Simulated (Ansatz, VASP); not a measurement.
**Two plane-wave programs on HfBiO**

```
Hf Bi O
1.0
     3.10575    0.00000    0.00000
     0.00000    3.10575    0.00000
     0.00000    0.00000    6.26938
Hf Bi O
1 1 1
Direct
  0.50000 0.50000 0.00000
  0.50000 0.50000 0.50000
  0.00000 0.00000 0.00000
```

Change from the starting cell: species swapped into the DyCoC type (P4/mmm, No. 123).

Alike in both runs: functional PBE; k mesh 6 × 6 × 4; occupations gaussian, width 0.1 eV; no spin polarisation.

Ansatz relaxed the structure, and its values are those at the end. VASP's run is a single point on that final structure, the one shown.

```csv
,VASP,Ansatz
version,VASP 6.6.1,Ansatz 0.2.0
potentials or method,"VASP PAW PBE potentials, release 64 (Hf_pv, Bi_d, O), cutoff 520 eV","scalar-relativistic, plane waves, PAW"
valence electrons in the cell,31,47
```

Ansatz gave:

* gap on the k mesh at the Fermi level (eV): none
* pressure (GPa): 0.1

Question: What did VASP give for the same quantities?

Answer: gap on the k mesh at the Fermi level (eV): none; pressure (GPa): -0.9.

A gap of «none» marks a metal or a gap that the smearing closes. VASP's potentials hold 31 valence electrons a cell and Ansatz's 47, so a difference there can come from the potentials and not from the codes.

Neither program's run includes spin-orbit coupling.
